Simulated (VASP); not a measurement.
# Au (I4/mmm) in VASP: a series of runs

Runs on Au. Level: r2SCAN. Tasks: single point.

All numbers are computed with VASP 6.6.1; they aren't measurements. Logs are shortened: lines on timing, memory, paths and dates and some standing lists are left out, and cuts for length are marked.

**1. The cell of the first run**

Symmetry: I4/mmm, No. 139, tetragonal system. The conventional cell has a = 3.182 Å, b = 3.182 Å, c = 3.315 Å, α = 90.00°, β = 90.00°, γ = 90.00°. Within 3.7 Å of Au (site symmetry 4/mmm) lie 14 Au at 2.79 to 3.31 Å.

**2. Single point, r2SCAN (strain -0.040 along x and y, +0.000 along z)**

File POSCAR:

```
Au
1.0
   -1.5909782400      1.5909782400      1.6572690000
    1.5909782400     -1.5909782400      1.6572690000
    1.5909782400      1.5909782400     -1.6572690000
Au
1
Direct
    0.0000000000      0.0000000000      0.0000000000
```

File INCAR.step1:

```
PREC     = Accurate       # precision mode
ENCUT    = 520            # plane-wave cutoff, eV
ISMEAR   = 0              # smearing method
SIGMA    = 0.15           # smearing width, eV
LREAL    = F              # projectors in reciprocal space
LASPH    = T              # aspherical terms in the spheres
NELM     = 60             # most SCF steps
NBANDS   = 12             # bands
GGA      = PE             # functional
ALGO     = Normal         # electronic algorithm
EDIFF    = 1E-4           # SCF threshold, eV
LWAVE    = T              # write WAVECAR
LCHARG   = F              # write CHGCAR
```

File INCAR.step2:

```
PREC     = Accurate       # precision mode
ENCUT    = 520            # plane-wave cutoff, eV
EDIFF    = 1E-6           # SCF threshold, eV
ISMEAR   = 0              # smearing method
SIGMA    = 0.15           # smearing width, eV
LREAL    = F              # projectors in reciprocal space
LASPH    = T              # aspherical terms in the spheres
NELM     = 60             # most SCF steps
ALGO     = Normal         # electronic algorithm
ISIF     = 2              # what is computed and relaxed
LWAVE    = F              # write WAVECAR
LCHARG   = T              # write CHGCAR
METAGGA  = R2SCAN         # meta-GGA
LMIXTAU  = T            
LELF     = T              # ELF
LVHAR    = T            
NBANDS   = 12             # bands
ISTART   = 1
```

File KPOINTS:

```
Automatic mesh
0
Gamma
  24 24 24
```

Potentials or basis: VASP PAW PBE potentials, release 64 (Au).

Started as:

```bash
$ cat potpaw_PBE.64/Au/POTCAR > POTCAR
$ cp INCAR.step1 INCAR
$ mpirun -np 1 vasp_std > vasp.out
$ cp INCAR.step2 INCAR
$ mpirun -np 1 vasp_std > vasp.out
```

OUTCAR:

```text
PREC = Accurate
   ENCUT = 520
   EDIFF = 1E-6
   ISMEAR = 0
   LREAL = F
   LASPH = T
   NELM = 60
   ISIF = 2
   METAGGA = R2SCAN
   ISTART = 1

 ion  position               nearest neighbor table
   1  0.000  0.000  0.000-

  LATTYP: Found a body centered tetragonal cell.
 ALAT       =     3.1819564800
 C/A-ratio  =     1.0416666667

  Lattice vectors:

 A1 = (  -1.5909782400,   1.5909782400,   1.6572690000)
 A2 = (   1.5909782400,  -1.5909782400,   1.6572690000)
 A3 = (   1.5909782400,   1.5909782400,  -1.6572690000)

Analysis of symmetry for initial positions (statically):
=====================================================================
 Subroutine PRICEL returns:
 Original cell was already a primitive cell.

 Routine SETGRP: Setting up the symmetry group for a
 body centered tetragonal supercell.

 Subroutine GETGRP returns: Found 16 space group operations
 (whereof 16 operations were pure point group operations)
 out of a pool of 16 trial point group operations.

The static configuration has the point symmetry D_4h.

Analysis of symmetry for dynamics (positions and initial velocities):
=====================================================================
 Subroutine PRICEL returns:
 Original cell was already a primitive cell.

 Routine SETGRP: Setting up the symmetry group for a
 body centered tetragonal supercell.

 Subroutine GETGRP returns: Found 16 space group operations
 (whereof 16 operations were pure point group operations)
 out of a pool of 16 trial point group operations.

The dynamic configuration has the point symmetry D_4h.

 Subroutine INISYM returns: Found 16 space group operations
 (whereof 16 operations are pure point group operations),
 and found     1 'primitive' translations

----------------------------------------------------------------------------------------

                                     Primitive cell

  volume of cell :      16.7796

  direct lattice vectors                    reciprocal lattice vectors
    -1.590978240  1.590978240  1.657269000     0.000000000  0.314272054  0.301701172
     1.590978240 -1.590978240  1.657269000     0.314272054  0.000000000  0.301701172
     1.590978240  1.590978240 -1.657269000     0.314272054  0.314272054  0.000000000

  length of vectors
     2.794452372  2.794452372  2.794452372     0.435649540  0.435649540  0.444447802

  position of ions in fractional coordinates (direct lattice)
     0.000000000  0.000000000  0.000000000

  ion indices of the primitive-cell ions
   primitive index   ion index
                 1           1

----------------------------------------------------------------------------------------

 KPOINTS: Automatic mesh

Automatic generation of k-mesh.
 Grid dimensions read from file:
 generate k-points for:   24   24   24

 Generating k-lattice:

  Cartesian coordinates                     Fractional coordinates (reciprocal lattice)
     0.000000000  0.013094669  0.012570882     0.041666667  0.000000000  0.000000000
     0.013094669  0.000000000  0.012570882     0.000000000  0.041666667  0.000000000
     0.013094669  0.013094669  0.000000000     0.000000000  0.000000000  0.041666667

  Length of vectors
     0.018152064  0.018152064  0.018518658

  Shift w.r.t. Gamma in fractional coordinates (k-lattice)
     0.000000000  0.000000000  0.000000000

 Subroutine IBZKPT returns following result:
 ===========================================

 Found   1063 irreducible k-points:

 Following reciprocal coordinates:
            Coordinates               Weight
  0.000000  0.000000  0.000000      1.000000
  0.041667 -0.000000  0.000000      8.000000
  0.083333 -0.000000  0.000000      8.000000
  0.125000 -0.000000  0.000000      8.000000
  0.166667 -0.000000  0.000000      8.000000
  0.208333 -0.000000  0.000000      8.000000
[... 16 lines left out ...]
  0.416667  0.041667  0.000000     16.000000
  0.458333  0.041667  0.000000     16.000000
 [... further k-points ...]
   k-points           NKPTS =   1063   k-points in BZ     NKDIM =   1063   number of bands    NBANDS=     12
   number of dos      NEDOS =    301   number of ions     NIONS =      1
   total plane-waves  NPLWV =  13824
   dimension x,y,z NGX =    24 NGY =   24 NGZ =   24
   dimension x,y,z NGXF=    48 NGYF=   48 NGZF=   48
   ions per type =               1
   NGX,Y,Z   is equivalent  to a cutoff of  14.28, 14.28, 14.28 a.u.
   NGXF,Y,Z  is equivalent  to a cutoff of  28.56, 28.56, 28.56 a.u.
 SYSTEM =  unknown system
   PREC   = accura    normal or accurate (medium, high low for compatibility)
   ISTART =      1    job   : 0-new  1-cont  2-samecut
   ICHARG =      0    charge: 1-file 2-atom 10-const
   ISPIN  =      1    spin polarized calculation?
   LNONCOLLINEAR =      F non collinear calculations
   LSORBIT =      F    spin-orbit coupling
   LASPH  =      T    aspherical Exc in radial PAW
   ENCUT  =  520.0 eV  38.22 Ry    6.18 a.u.   5.20  5.20  5.20*2*pi/ulx,y,z
   NELM   =     60;   NELMIN=  2; NELMDL=  0     # of ELM steps
   EDIFF  = 0.1E-05   stopping-criterion for ELM
   LREAL  =      F    real-space projection
   EDIFFG = 0.1E-04   stopping-criterion for IOM
   NSW    =      0    number of steps for IOM
   IBRION =     -1    ionic relax: 0-MD 1-quasi-New 2-CG
   NFREE  =      0    steps in history (QN), initial steepest desc. (CG)
   ISIF   =      2    stress and relaxation
   ISYM   =      2    0-nonsym 1-usesym 2-fastsym
   POTIM  = 0.5000    time-step for ionic-motion
   TEBEG  =    0.0;   TEEND  =   0.0 temperature during run
   PSTRESS=    0.0 pullay stress
   NELECT =      11.0000    total number of electrons
   NUPDOWN=      -1.0000    fix difference up-down
   EMIN   =  10.00;   EMAX   =-10.00  energy-range for DOS
   EFERMI =   0.00;   METHOD = LEGACY
   ISMEAR =     0;   SIGMA  =   0.15  broadening in eV -4-tet -1-fermi 0-gaus
   EFERMI_NEDOS =   21; number of points for ismear=-14 and -15
   IALGO  =     38    algorithm
   IMIX   =      4    mixing-type and parameters
     AMIX     =   0.40;   BMIX     =  1.00
     AMIX_MAG =   1.60;   BMIX_MAG =  1.00
  volume/ion in A,a.u.               =      16.78       113.23
  Fermi-wavevector in a.u.,A,eV,Ry     =   1.422149  2.687473 27.517906  2.022509
  Thomas-Fermi vector in A             =   2.542884
   LORBIT       =      0    0 simple, 1 ext, 2 COOP (PROOUT), +10 PAW based schemes
   METAGGA = R2SCAN    functional components
   LHFCALC =     F    Hartree Fock is set to
   AEXX    =    0.0000 exact exchange contribution
   IVDW    =     0    specifies the selected vdW correction
   LEPSILON=     F    determine dielectric tensor
   LRPA    =     F    only Hartree local field effects (RPA)
 non-spin polarized calculation
 Gauss-broadening in eV      SIGMA  =   0.15
  energy-cutoff  :      520.00
  volume of cell :       16.78
 maximum number of plane-waves:       474
 NGX is ok and might be reduce to    24
   NGX = 11   NGY = 11   NGZ = 11

 number of electron      11.0000001 magnetization

 Free energy of the ion-electron system (eV)
  ---------------------------------------------------
  ext. energy  EPLUGINS =         0.00000000
  ---------------------------------------------------
  free energy    TOTEN  =       -50.55515655 eV

  energy without entropy =      -50.55267461  energy(sigma->0) =      -50.55391558

 E-fermi :   9.6283     XC(G=0): -13.7366

 val. band max:        9.6248112282   @ k =  -0.3750   0.4583   0.0833
 cond. band min:       9.6297544579   @ k =  -0.0833   0.5000   0.0417
 fundamental gap:      0.0049432297
 Fermi energy:         9.6282756861

 k-point     1 :       0.0000    0.0000    0.0000
  band No.  band energies     occupation
      1      -0.6623      2.00000
      2       4.2726      2.00000
      3       4.2727      2.00000
      4       4.5446      2.00000
      5       6.2149      2.00000
      6       6.5277      2.00000
      7      26.5405      0.00000
      8      27.2758      0.00000
      9      27.2758      0.00000
     10      34.2239      0.00000
     11      35.7347      0.00000
     12      35.7348      0.00000

 k-point     2 :       0.0417   -0.0000    0.0000
  band No.  band energies     occupation
      1      -0.5953      2.00000
      2       4.2763      2.00000
      3       4.2844      2.00000
      4       4.5598      2.00000
      5       6.1971      2.00000
      6       6.5183      2.00000
      7      26.5717      0.00000
      8      27.2679      0.00000
      9      27.3614      0.00000
     10      33.4288      0.00000
     11      34.5812      0.00000
     12      35.4671      0.00000

 k-point     3 :       0.0833   -0.0000    0.0000
  band No.  band energies     occupation
      1      -0.3973      2.00000
      2       4.2781      2.00000
      3       4.2859      2.00000
      4       4.6473      2.00000
      5       6.1451      2.00000
      6       6.4971      2.00000
      7      26.6171      0.00000
      8      27.1889      0.00000
      9      27.6142      0.00000
     10      32.2713      0.00000
     11      33.2031      0.00000
     12      34.7253      0.00000
[... 286 lines left out ...]
 k-point    23 :       0.4167    0.0417    0.0000
  band No.  band energies     occupation
      1       1.9568      2.00000
      2       3.3645      2.00000
      3       6.0519      2.00000
      4       6.4615      2.00000
      5       7.4554      2.00000
      6       8.5490      2.00000
      7      14.4911      0.00000
      8      23.0811      0.00000
      9      24.7346      0.00000
     10      32.8127      0.00000
     11      33.0046      0.00000
     12      33.8415      0.00000

 k-point    24 :       0.4583    0.0417    0.0000
  band No.  band energies     occupation
      1       1.9411      2.00000
      2       3.3305      2.00000
      3       6.0592      2.00000
      4       6.5214      2.00000
      5       7.7384      2.00000
      6       9.2121      1.99991
      7      13.4441      0.00000
      8      22.9182      0.00000
      9      24.4196      0.00000
     10      33.0511      0.00000
     11      33.1689      0.00000
     12      33.5388      0.00000

 [... further k-points ...]
[... 5 lines left out ...]
  --------------------------------------------------------------------------------------
  -------------------------------------------------------------------------------------
  Total        0.8978208      0.8978208      0.9232741      0.0000000      0.0000000      0.0000000
  in kB       85.7272279     85.7272279     88.1576006      0.0000000      0.0000000      0.0000000
  external PRESSURE =      86.5373521 kB  Pullay stress =       0.0000000 kB

 VOLUME and BASIS-vectors are now :
 -----------------------------------------------------------------------------
  energy-cutoff  :      520.00
  volume of cell :       16.78
      direct lattice vectors                 reciprocal lattice vectors
    -1.590978240  1.590978240  1.657269000     0.000000000  0.314272054  0.301701172
     1.590978240 -1.590978240  1.657269000     0.314272054  0.000000000  0.301701172
     1.590978240  1.590978240 -1.657269000     0.314272054  0.314272054  0.000000000

 POSITION                                       TOTAL-FORCE (eV/Angst)
 -----------------------------------------------------------------------------------
      0.00000      0.00000      0.00000        -0.000000      0.000000      0.000000
 -----------------------------------------------------------------------------------
    total drift:                               -0.000000      0.000000      0.000000

  FREE ENERGIE OF THE ION-ELECTRON SYSTEM (eV)
  ---------------------------------------------------
  free  energy   TOTEN  =       -50.5551565451 eV

  energy  without entropy=      -50.5526746117  energy(sigma->0) =      -50.55391558
```

Wall time 10 min (1 thread of AMD EPYC 9R45 (Zen 5), shared host); peak memory 0.29 GiB.

Results:

```
Free energy            : -50.5552 eV
Pressure               : 8.7 GPa
Band gap on the k mesh : zero (an odd number of electrons rules out a gap without spin polarisation)
```

Stress tensor (GPa, compression positive):
```
8.57 0.00 0.00
0.00 8.57 0.00
0.00 0.00 8.82
```

Caveat: the cell differs from its parent crystal (strain -0.040 along x and y, +0.000 along z); the cell stands under pressure; the PAW data sets were made with another functional, which shifts forces and pressure a little; spin-orbit coupling is left out, which moves the levels of the heavy elements.

[end of part 1 of 2]
